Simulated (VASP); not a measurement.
# AlHgSe2 (P-3m1) in VASP: further runs, part 2 of 2

VASP 6.6.1. Earlier steps stand in the parts before.

### Step 3. Single point, PBE

Input file INCAR:

```
SYSTEM = AlHgSe2
PREC = Accurate ; ENCUT = 520
EDIFF = 1E-6 ; ISMEAR = 0
SIGMA = 0.1 ; LREAL = .FALSE.
LASPH = .TRUE. ; NELM = 100
ALGO = Normal ; ISIF = 2
LWAVE = .FALSE. ; LCHARG = .TRUE.
GGA = PE ; LELF = .TRUE.
LVHAR = .TRUE. ; NBANDS = 22
```

Input file KPOINTS:

```
regular mesh
0
G
  15 15 6
  0 0 0
```

Input file POSCAR:

```
AlHgSe2
1.0
    3.7776801446      0.0000000000      0.0000000000
   -1.8888400723      3.2715669726      0.0000000000
    0.0000000000      0.0000000000      7.4550873495
Al Hg Se
1 1 2
Direct
    0.0000000000      0.0000000000      0.5000000000
    0.0000000000      0.0000000000      0.0000000000
    0.3333333333      0.6666666667      0.6889950781
    0.6666666667      0.3333333333      0.3110049219
```

Potentials or basis: VASP PAW PBE potentials, release 64 (Al, Hg, Se).

Started as:

```sh
cat potpaw_PBE.64/Al/POTCAR potpaw_PBE.64/Hg/POTCAR potpaw_PBE.64/Se/POTCAR > POTCAR
mpirun -np 1 vasp_std > vasp.out
```

OUTCAR:

```text
SYSTEM = AlHgSe2
   PREC = Accurate
   ENCUT = 520
   EDIFF = 1E-6
   ISMEAR = 0
   LREAL = .FALSE.
   LASPH = .TRUE.
   NELM = 100
   ISIF = 2
   GGA = PE

 ion  position               nearest neighbor table
   1  0.000  0.000  0.500-   3 2.60   4 2.60   4 2.60   3 2.60   4 2.60   3 2.60
   2  0.000  0.000  0.000-   3 3.18   4 3.18   4 3.18   3 3.18   4 3.18   3 3.18
   3  0.333  0.667  0.689-   1 2.60   1 2.60   1 2.60   2 3.18   2 3.18   2 3.18
   4  0.667  0.333  0.311-   1 2.60   1 2.60   1 2.60   2 3.18   2 3.18   2 3.18

  LATTYP: Found a hexagonal cell.
 ALAT       =     3.7776801446
 C/A-ratio  =     1.9734564770

  Lattice vectors:

 A1 = (   3.7776801446,   0.0000000000,   0.0000000000)
 A2 = (  -1.8888400723,   3.2715669726,   0.0000000000)
 A3 = (   0.0000000000,   0.0000000000,   7.4550873495)

Analysis of symmetry for initial positions (statically):
=====================================================================
 Subroutine PRICEL returns:
 Original cell was already a primitive cell.

 Routine SETGRP: Setting up the symmetry group for a
 hexagonal supercell.

 Subroutine GETGRP returns: Found 12 space group operations
 (whereof 12 operations were pure point group operations)
 out of a pool of 24 trial point group operations.

The static configuration has the point symmetry D_3d.

Analysis of symmetry for dynamics (positions and initial velocities):
=====================================================================
 Subroutine PRICEL returns:
 Original cell was already a primitive cell.

 Routine SETGRP: Setting up the symmetry group for a
 hexagonal supercell.

 Subroutine GETGRP returns: Found 12 space group operations
 (whereof 12 operations were pure point group operations)
 out of a pool of 24 trial point group operations.

The dynamic configuration has the point symmetry D_3d.

[... 118 lines left out ...]
   EFERMI_NEDOS =   21; number of points for ismear=-14 and -15
   IALGO  =     38    algorithm
   IMIX   =      4    mixing-type and parameters
     AMIX     =   0.40;   BMIX     =  1.00
     AMIX_MAG =   1.60;   BMIX_MAG =  1.00
  volume/ion in A,a.u.               =      23.03       155.44
  Fermi-wavevector in a.u.,A,eV,Ry     =   1.087389  2.054867 16.087724  1.182414
  Thomas-Fermi vector in A             =   2.223547
   LORBIT       =      0    0 simple, 1 ext, 2 COOP (PROOUT), +10 PAW based schemes
   GGA     = PE    functional components
   LHFCALC =     F    Hartree Fock is set to
   AEXX    =    0.0000 exact exchange contribution
   IVDW    =     0    specifies the selected vdW correction
   LEPSILON=     F    determine dielectric tensor
   LRPA    =     F    only Hartree local field effects (RPA)
 non-spin polarized calculation
 Gauss-broadening in eV      SIGMA  =   0.10
  energy-cutoff  :      520.00
  volume of cell :       92.14
 maximum number of plane-waves:      2501
   NGX = 15   NGY = 15   NGZ = 27

 number of electron      26.9999997 magnetization

 Free energy of the ion-electron system (eV)
  ---------------------------------------------------
  ext. energy  EPLUGINS =         0.00000000
  ---------------------------------------------------
  free energy    TOTEN  =       -12.62567819 eV

  energy without entropy =      -12.61599875  energy(sigma->0) =      -12.62083847

 E-fermi :   3.4686     XC(G=0):  -9.7484

 val. band max:        3.4662110965   @ k =  -0.2000  -0.4667   0.3333
 cond. band min:       3.4755145834   @ k =  -0.1333  -0.4667   0.1667
 fundamental gap:      0.0093034869
 Fermi energy:         3.4686351073

 k-point     1 :       0.0000    0.0000    0.0000
  band No.  band energies     occupation
      1     -10.5170      2.00000
      2      -9.1892      2.00000
      3      -2.9733      2.00000
      4      -2.3636      2.00000
      5      -2.3504      2.00000
      6      -2.3504      2.00000
[... 589 lines left out ...]
     21      11.0433      0.00000
     22      11.3933      0.00000

 [... further k-points ...]

------------------------ aborting loop because EDIFF is reached ----------------------------------------

  FORCE on cell =-STRESS in cart. coord.  units (eV):
  Direction    XX          YY          ZZ          XY          YZ          ZX
  --------------------------------------------------------------------------------------
  -------------------------------------------------------------------------------------
  Total        0.0263914      0.0263914      0.0850611      0.0000000      0.0000000      0.0000000
  in kB        0.4589229      0.4589229      1.4791346      0.0000000      0.0000000      0.0000000
  external PRESSURE =       0.7989935 kB  Pullay stress =       0.0000000 kB

 VOLUME and BASIS-vectors are now :
 -----------------------------------------------------------------------------
  energy-cutoff  :      520.00
  volume of cell :       92.14
      direct lattice vectors                 reciprocal lattice vectors
     3.777680145  0.000000000  0.000000000     0.264712724  0.152831962  0.000000000
    -1.888840072  3.271566973  0.000000000     0.000000000  0.305663924  0.000000000
     0.000000000  0.000000000  7.455087350     0.000000000  0.000000000  0.134136591

 POSITION                                       TOTAL-FORCE (eV/Angst)
 -----------------------------------------------------------------------------------
      0.00000      0.00000      3.72754        -0.000000      0.000000      0.000000
      0.00000      0.00000      0.00000        -0.000000      0.000000      0.000000
     -0.00000      2.18104      5.13652        -0.000000      0.000000     -0.015153
      1.88884      1.09052      2.31857         0.000000     -0.000000      0.015153
 -----------------------------------------------------------------------------------
    total drift:                               -0.000000     -0.000000      0.000000

  FREE ENERGIE OF THE ION-ELECTRON SYSTEM (eV)
  ---------------------------------------------------
  free  energy   TOTEN  =       -12.6256781887 eV

  energy  without entropy=      -12.6159987459  energy(sigma->0) =      -12.62083847
```

Wall time 2.8 min (1 thread of Intel Xeon Platinum 8488C (Sapphire Rapids), shared host); peak memory 0.43 GiB.

What came out:

* Free energy: -12.6257 eV
* Pressure: 0.1 GPa
* Largest force: 0.015 eV/Å
* Band gap on the k mesh: zero (an odd number of electrons rules out a gap without spin polarisation)

Forces on the atoms (eV/Å):
```
Al   0.000  0.000  0.000
Hg   0.000  0.000  0.000
Se   0.000  0.000 -0.015
Se   0.000  0.000  0.015
```

Stress tensor (GPa, compression positive):
```
0.05 0.00 0.00
0.00 0.05 0.00
0.00 0.00 0.15
```

Caveat: spin-orbit coupling is left out, which moves the levels of the heavy elements; an odd number of electrons without spin polarisation forces a metal; a magnetic or distorted state may lie lower.

### Step 4. Relaxation of cell and atoms, PBE

Input file INCAR:

```
PREC = Accurate
ENCUT = 600
EDIFF = 1E-7
ISMEAR = 0
SIGMA = 0.1
LREAL = F
LASPH = T
NELM = 100
ALGO = Normal
ISIF = 3
LWAVE = F
LCHARG = F
GGA = PE
IBRION = 2
NSW = 100
EDIFFG = -0.01
```

Input file KPOINTS:

```
regular mesh
0
Gamma
  15 15 6
```

Input file POSCAR:

```
AlHgSe2
1.0
    3.7834004478      0.0000000000      0.0000000000
   -1.8917002239      3.2765209005      0.0000000000
    0.0000000000      0.0000000000      7.4320831545
Al Hg Se
1 1 2
Direct
    0.0000000000      0.0000000000      0.5000000000
    0.0000000000      0.0000000000      0.0000000000
    0.3333333333      0.6666666667      0.6886570904
    0.6666666667      0.3333333333      0.3113429096
```

Started as:

```sh
cat potpaw_PBE.64/Al/POTCAR potpaw_PBE.64/Hg/POTCAR potpaw_PBE.64/Se/POTCAR > POTCAR
mpirun -np 1 vasp_std > vasp.out
```

Run time: 11 min. Hardware: 1 thread of Intel Xeon Platinum 8488C (Sapphire Rapids), shared host; peak memory 0.5 GiB.

Results (log left out):

```yaml
Free_energy: -12.6261 eV
Relaxed_volume: 23.13 Å³/atom
Relaxed_cell: a = 3.778 Å, b = 3.778 Å, c = 7.484 Å, α = 90.00°, β = 90.00°, γ = 120.00°
Space_group_after_relaxing_to_0.1_Å: P-3m1 (No. 164)
Energy_gained_by_relaxing: 0.2 meV/atom
Ionic_steps: 7
Pressure_after_relaxing: 0.0 GPa
Band_gap_on_the_k_mesh: zero (an odd number of electrons rules out a gap without spin polarisation)
```

Step by step:
```tsv
step	energy change (eV)	largest force (eV/Å)	pressure (GPa)	volume (Å³)
1	0.0000	0.0254	0.17	92.13
2	-0.0005	0.0169	-0.07	92.45
3	-0.0005	0.0210	-0.09	92.49
4	-0.0007	0.0200	-0.02	92.39
5	-0.0007	0.0195	0.03	92.33
6	-0.0008	0.0146	0.02	92.37
7	-0.0008	0.0012	-0.01	92.50
```

Final structure:
```cif
data_structure
_symmetry_space_group_name_H-M 'P 1'
_symmetry_Int_Tables_number 1
_cell_length_a 3.7779
_cell_length_b 3.7779
_cell_length_c 7.4839
_cell_angle_alpha 90.000
_cell_angle_beta 90.000
_cell_angle_gamma 120.000
_cell_volume 92.50
loop_
_atom_site_label
_atom_site_type_symbol
_atom_site_fract_x
_atom_site_fract_y
_atom_site_fract_z
_atom_site_occupancy
Al1 Al 0.00000 0.00000 0.50000 1
Hg1 Hg 0.00000 0.00000 0.00000 1
Se1 Se 0.33333 0.66667 0.68805 1
Se2 Se 0.66667 0.33333 0.31195 1
```

Levels at points of the mesh, in eV from the Fermi level:
```tsv
k point	band 10	band 11	band 12	band 13	band 14	band 15	band 16	band 17
(0.00, 0.00, 0.00)	-1.58	-0.94	-0.94	-0.74	-0.74	3.11	3.74	5.10
(0.00, 0.00, 0.50)	-1.04	-1.04	-0.62	-0.62	1.36	2.08	3.60	5.12
```

Caveat: spin-orbit coupling is left out, which moves the levels of the heavy elements; an odd number of electrons without spin polarisation forces a metal; a magnetic or distorted state may lie lower.
